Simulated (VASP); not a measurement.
# Ta (P2_1/m) in VASP: single point with PBEsol

Aim: the single point of Ta with PBEsol.

Program: VASP 6.6.1. These are calculated values, not measurements. Logs are shortened: lines on timing, memory, paths and dates and some standing lists are left out, and cuts for length are marked.

### 1 The cell of the first run

The structure is monoclinic, space group P2_1/m (No. 11). Conventional cell: a = 2.802 Å, b = 5.091 Å, c = 2.868 Å, α = 90.00°, β = 117.73°, γ = 90.00°. Within 3.7 Å of Ta (site symmetry m) lie 12 Ta at 2.80 to 3.06 Å.

### 2 Single point, PBEsol (strain +0.0525 x Voigt [0, 0, 0, 0, 0, 1])

File INCAR:

```
  PREC = Accurate
  ENCUT = 520
  EDIFF = 1E-7
  ISMEAR = 0
  SIGMA = 0.15
  LREAL = F
  LASPH = T
  NELM = 80
  ALGO = Fast
  ISIF = 2
  LWAVE = F
  LCHARG = F
  GGA = PS
  NBANDS = 18
```

File KPOINTS:

```
regular mesh
0
Gamma
  24 24 12
```

File POSCAR:

```
Ta
1.0
    2.8669354486      0.0752570555      0.0000000000
   -1.3682932024      2.4452104017      0.0000000000
    0.0000000000      0.0000000000      5.0914149207
Ta
2
Direct
    0.6666666667      0.3333333333      0.7500000000
    0.3333333333      0.6666666667      0.2500000000
```

Potentials or basis: VASP PAW PBE potentials, release 64 (Ta_pv).

The run is started by

```bash
cat potpaw_PBE.64/Ta_pv/POTCAR > POTCAR
mpirun -np 1 vasp_std > vasp.out
```

OUTCAR:

```text
PREC = Accurate
   ENCUT = 520
   EDIFF = 1E-7
   ISMEAR = 0
   LREAL = F
   LASPH = T
   NELM = 80
   ISIF = 2
   GGA = PS

 ion  position               nearest neighbor table
   1  0.667  0.333  0.750-   2 3.02   2 3.02   2 3.04   2 3.04   2 3.06   2 3.06
   2  0.333  0.667  0.250-   1 3.02   1 3.02   1 3.04   1 3.04   1 3.06   1 3.06

  Warning from LATTYP: Monoclinic adjustment (A1->A3, A2->A1, A3->A2)!
  LATTYP: Found a simple monoclinic cell.
 ALAT       =     2.8020135967
 B/A-ratio  =     1.8170557511
 C/A-ratio  =     1.0235221666
 COS(beta)  =    -0.4652573269

  Lattice vectors:

 A1 = (  -1.3682932024,   2.4452104017,   0.0000000000)
 A2 = (   0.0000000000,   0.0000000000,   5.0914149207)
 A3 = (   2.8669354486,   0.0752570555,   0.0000000000)

Analysis of symmetry for initial positions (statically):
=====================================================================
 Subroutine PRICEL returns:
 Original cell was already a primitive cell.

 Routine SETGRP: Setting up the symmetry group for a
 simple monoclinic supercell.

 Subroutine GETGRP returns: Found  4 space group operations
 (whereof  2 operations were pure point group operations)
 out of a pool of  4 trial point group operations.

The static configuration has the point symmetry S_2 .
 The point group associated with its full space group is C_2h.

Analysis of symmetry for dynamics (positions and initial velocities):
=====================================================================
 Subroutine PRICEL returns:
 Original cell was already a primitive cell.

 Routine SETGRP: Setting up the symmetry group for a
 simple monoclinic supercell.

 Subroutine GETGRP returns: Found  4 space group operations
 (whereof  2 operations were pure point group operations)
 out of a pool of  4 trial point group operations.

The dynamic configuration has the point symmetry S_2 .
 The point group associated with its full space group is C_2h.

 Subroutine INISYM returns: Found  4 space group operations
 (whereof  2 operations are pure point group operations),
 and found     1 'primitive' translations

----------------------------------------------------------------------------------------

                                     Primitive cell

  volume of cell :      36.2164

  direct lattice vectors                    reciprocal lattice vectors
[... 86 lines left out ...]
   NELM   =     80;   NELMIN=  2; NELMDL= -5     # of ELM steps
   EDIFF  = 0.1E-06   stopping-criterion for ELM
   LREAL  =      F    real-space projection
   EDIFFG = 0.1E-05   stopping-criterion for IOM
   NSW    =      0    number of steps for IOM
   IBRION =     -1    ionic relax: 0-MD 1-quasi-New 2-CG
   NFREE  =      0    steps in history (QN), initial steepest desc. (CG)
   ISIF   =      2    stress and relaxation
   ISYM   =      2    0-nonsym 1-usesym 2-fastsym
   POTIM  = 0.5000    time-step for ionic-motion
   TEBEG  =    0.0;   TEEND  =   0.0 temperature during run
   PSTRESS=    0.0 pullay stress
   NELECT =      22.0000    total number of electrons
   NUPDOWN=      -1.0000    fix difference up-down
   EMIN   =  10.00;   EMAX   =-10.00  energy-range for DOS
   EFERMI =   0.00;   METHOD = LEGACY
   ISMEAR =     0;   SIGMA  =   0.15  broadening in eV -4-tet -1-fermi 0-gaus
   EFERMI_NEDOS =   21; number of points for ismear=-14 and -15
   IALGO  =     68    algorithm
   IMIX   =      4    mixing-type and parameters
     AMIX     =   0.40;   BMIX     =  1.00
     AMIX_MAG =   1.60;   BMIX_MAG =  1.00
  volume/ion in A,a.u.               =      18.11       122.20
  Fermi-wavevector in a.u.,A,eV,Ry     =   1.386481  2.620069 26.154874  1.922329
  Thomas-Fermi vector in A             =   2.510793
   LORBIT       =      0    0 simple, 1 ext, 2 COOP (PROOUT), +10 PAW based schemes
   GGA     = PS    functional components
   LHFCALC =     F    Hartree Fock is set to
   AEXX    =    0.0000 exact exchange contribution
   IVDW    =     0    specifies the selected vdW correction
   LEPSILON=     F    determine dielectric tensor
   LRPA    =     F    only Hartree local field effects (RPA)
 non-spin polarized calculation
 RMM-DIIS sequential band-by-band and
 Gauss-broadening in eV      SIGMA  =   0.15
  energy-cutoff  :      520.00
  volume of cell :       36.22
 maximum number of plane-waves:       995
 NGX is ok and might be reduce to    24
   NGX = 11   NGY = 11   NGZ = 19

 number of electron      22.0000001 magnetization

 Free energy of the ion-electron system (eV)
  ---------------------------------------------------
  ext. energy  EPLUGINS =         0.00000000
  ---------------------------------------------------
  free energy    TOTEN  =       -24.51524929 eV

  energy without entropy =      -24.48461316  energy(sigma->0) =      -24.49993122

 E-fermi :   5.6756     XC(G=0): -12.6868

 val. band max:        5.6748684563   @ k =   0.0417   0.1250   0.4167
 cond. band min:       5.6759619333   @ k =   0.0833   0.2917   0.4167
 fundamental gap:      0.0010934770
 Fermi energy:         5.6755719225

 k-point     1 :       0.0000    0.0000    0.0000
  band No.  band energies     occupation
      1     -28.7995      2.00000
      2     -27.8613      2.00000
      3     -27.7939      2.00000
      4     -27.6993      2.00000
      5     -27.6702      2.00000
      6     -27.5757      2.00000
[... 481 lines left out ...]
      5     -27.9318      2.00000
      6     -27.7717      2.00000
[... 10 lines left out ...]
     17      12.3362      0.00000
     18      14.0651      0.00000

 [... further k-points ...]

------------------------ aborting loop because EDIFF is reached ----------------------------------------

  FORCE on cell =-STRESS in cart. coord.  units (eV):
  Direction    XX          YY          ZZ          XY          YZ          ZX
  --------------------------------------------------------------------------------------
  -------------------------------------------------------------------------------------
  Total        0.1187872      0.1115557     -0.0756184     -0.1905265      0.0000000      0.0000000
  in kB        5.2550224      4.9351073     -3.3452801     -8.4286955      0.0000000      0.0000000
  external PRESSURE =       2.2816165 kB  Pullay stress =       0.0000000 kB

 VOLUME and BASIS-vectors are now :
 -----------------------------------------------------------------------------
  energy-cutoff  :      520.00
  volume of cell :       36.22
      direct lattice vectors                 reciprocal lattice vectors
     2.866935449  0.075257056  0.000000000     0.343755086  0.192358804  0.000000000
    -1.368293202  2.445210402  0.000000000    -0.010579865  0.403042471  0.000000000
     0.000000000  0.000000000  5.091414921     0.000000000  0.000000000  0.196409056

 POSITION                                       TOTAL-FORCE (eV/Angst)
 -----------------------------------------------------------------------------------
      1.45519      0.86524      3.81856         0.264368     -0.006899      0.000000
      0.04345      1.65523      1.27285        -0.264368      0.006899      0.000000
 -----------------------------------------------------------------------------------
    total drift:                               -0.000000      0.000000     -0.000000

  FREE ENERGIE OF THE ION-ELECTRON SYSTEM (eV)
  ---------------------------------------------------
  free  energy   TOTEN  =       -24.5152492899 eV

  energy  without entropy=      -24.4846131564  energy(sigma->0) =      -24.49993122
```

stdout:

```text
POSCAR found type information on POSCAR Ta
 POSCAR found :  1 types and       2 ions
 scaLAPACK will be used
 -----------------------------------------------------------------------------
|                                                                             |
|                                                                             |
|     You enforced a specific xc type in the INCAR file but a different       |
|     I HOPE YOU KNOW WHAT YOU ARE DOING!                                     |
|                                                                             |
 -----------------------------------------------------------------------------

 LDA part: xc-table for (Slater+PW92), standard interpolation
 POSCAR, INCAR and KPOINTS ok, starting setup
 FFT: planning ... GRIDC
 FFT: planning ... GRID_SOFT
 FFT: planning ... GRID
 WAVECAR not read
 entering main loop
```

Wall time 20 min (1 thread of Intel Xeon 8259CL, shared host); peak memory 1.1 GiB.

What came out:

```
Free energy            : -24.5152 eV
Pressure               : 0.2 GPa
Largest force          : 0.264 eV/Å
Band gap on the k mesh : zero (bands 11 and 12 overlap by 2.69 eV)
```

Forces on the atoms (eV/Å):
```
Ta   0.264 -0.007  0.000
Ta  -0.264  0.007  0.000
```

Stress tensor (GPa, compression positive):
```
 0.53 -0.84  0.00
-0.84  0.49  0.00
 0.00  0.00 -0.33
```

Caveat: the cell differs from its parent crystal (strain +0.0525 x Voigt [0, 0, 0, 0, 0, 1]); the PAW data sets were made with another functional, which shifts forces and pressure a little; spin-orbit coupling is left out, which moves the levels of the heavy elements.
